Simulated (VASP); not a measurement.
Input of a VASP 6.6.1 run:

File INCAR:

```
SYSTEM = BaTiO3
  PREC = Accurate
  ENCUT = 600
  EDIFF = 1E-6
  ISMEAR = -1
  SIGMA = 0.05
  LREAL = .False.
  LASPH = .True.
  NELM = 200
  ALGO = Normal
  ISIF = 2
  LWAVE = .False.
  LCHARG = .True.
  LMAXMIX = 4
  LDAU = .True.
  LDAUTYPE = 2
  LDAUL = -1 2 -1
  LDAUU = 0 6 0
  LDAUJ = 0 0 0
  LDAUPRINT = 1
  GGA = CA
  LVHAR = .True.
  NBANDS = 51
  GGA_COMPAT = .False.
  KPAR = 4
```

File KPOINTS:

```
Automatic mesh
0
Gamma
  7 7 4
  0 0 0
```

POSCAR

```
BaTiO3
1.0
   -3.9494922159     -0.0000846265      0.0000182847
   -0.0000788987     -0.0000677766     -3.9501946695
   -0.0001627897     -7.9000020810      0.0001393734
Ba Ti O
2 2 6
Direct
    0.0000457746      1.0000207099      0.4999753302
    0.0000037650      0.9999976567     -0.0000233917
    0.5000225517      0.5000429515      0.2499657663
    0.5000089356      0.5000625653      0.7499749827
    0.4999607655     -0.0000317257      0.2500302581
    0.4999710897     -0.0000319016      0.7500119381
    0.4999867869      0.4999801744      0.5000164693
    0.5000116412      0.4999814912      0.0000210578
    0.9999934825      0.4999851839      0.2499993397
   -0.0000047828      0.4999928944      0.7500282395
```

Potentials or basis: VASP PAW LDA potentials, release 64 (Ba_sv, Ti_sv, O).

The run is started by

```console
$ cat potpaw_LDA.64/Ba_sv/POTCAR potpaw_LDA.64/Ti_sv/POTCAR potpaw_LDA.64/O/POTCAR > POTCAR
$ mpirun -np 4 vasp_std > vasp.out
```

Q: Predict the pressure.

A: 5.6 GPa.

Q: Estimate the band gap on the k mesh.

A: 2.50 eV.

Forces on the atoms (eV/Å):
```
Ba   0.001 -0.001  0.000
Ba   0.000 -0.001 -0.001
Ti   0.001 -0.003  0.002
Ti   0.000 -0.001  0.003
O   -0.001  0.001 -0.002
O   -0.001  0.000 -0.002
O   -0.001  0.002  0.000
O    0.000  0.003  0.000
O    0.000  0.000  0.000
O    0.000  0.001  0.000
```

Caveat: the cell stands under pressure; spin-orbit coupling is left out, which moves the levels of the heavy elements. A k mesh can miss the band edges.
